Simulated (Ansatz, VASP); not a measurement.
# One calculation of CsPbBr3, two programs

File INCAR:

```
PREC = Accurate ; ENCUT = 520
EDIFF = 1E-7 ; ISMEAR = -1
SIGMA = 0.05 ; LREAL = False
LASPH = True ; NELM = 80
ALGO = Normal ; ISIF = 2
LWAVE = False ; LCHARG = False
NBANDS = 30
```

The input KPOINTS:

```
Automatic mesh
0
Gamma
  5 5 5
```

The input POSCAR:

```
CsPbBr3
1.0
    5.7906659505      0.0000000000      0.0000000000
    0.0000000000      5.7906659505      0.0000000000
    0.0000000000      0.0000000000      5.7906659505
Pb Cs Br
1 1 3
Direct
    0.5000000000      0.5000000000      0.5000000000
    0.0000000000      0.0000000000      0.0000000000
    0.5000000000      0.5000000000      0.0000000000
    0.5000000000      0.0000000000      0.5000000000
    0.0000000000      0.5000000000      0.5000000000
```

Contents of input.yaml:

```yaml
crystal:
  lattice:
    - [5.7906659505, 0.0, 0.0]
    - [0.0, 5.7906659505, 0.0]
    - [0.0, 0.0, 5.7906659505]
  atoms:
    - { symbol: Pb, position: [0.5, 0.5, 0.5] }
    - { symbol: Cs, position: [0.0, 0.0, 0.0] }
    - { symbol: Br, position: [0.5, 0.5, 0.0] }
    - { symbol: Br, position: [0.5, 0.0, 0.5] }
    - { symbol: Br, position: [0.0, 0.5, 0.5] }
hamiltonian:
  xc: lda
  pseudopotentials: { kind: paw }
kpoints:
  mp_grid: { grid: [5, 5, 5] }
scf:
  occupations: { method: fermi_dirac, width: 0.05 }
output:
  forces: true
  stress: true
  eigenvalues: true
```

Alike in both runs: task single point; functional LDA; k mesh 5 × 5 × 5; occupations fermi-dirac, width 0.05 eV; no spin polarisation.

|  | VASP | Ansatz |
| --- | --- | --- |
| version | VASP 6.6.1 | Ansatz 0.2.0 |
| potentials or method | VASP PAW LDA potentials, release 64 (Pb_d, Cs_sv, Br) | Ansatz PAW |
| plane-wave cutoff (eV) | 520 | 420 |
| valence electrons in the cell | 44 | 44 |

```csv
,VASP,Ansatz,Ansatz less VASP
gap on the k mesh at the Fermi level (eV),2.46,2.48,+0.022
least direct gap on the mesh (eV),2.46,2.48,+0.022
pressure (GPa),-0.3,-0.3,-0.05
```

LDA's correlation is that of Perdew and Zunger in VASP and of Perdew and Wang (1992) in Ansatz.

Neither program's run includes spin-orbit coupling. Noted on Ansatz's run: odd divisions of the mesh miss points on the zone boundary, where band edges often lie, so the gap on the mesh can be too wide.
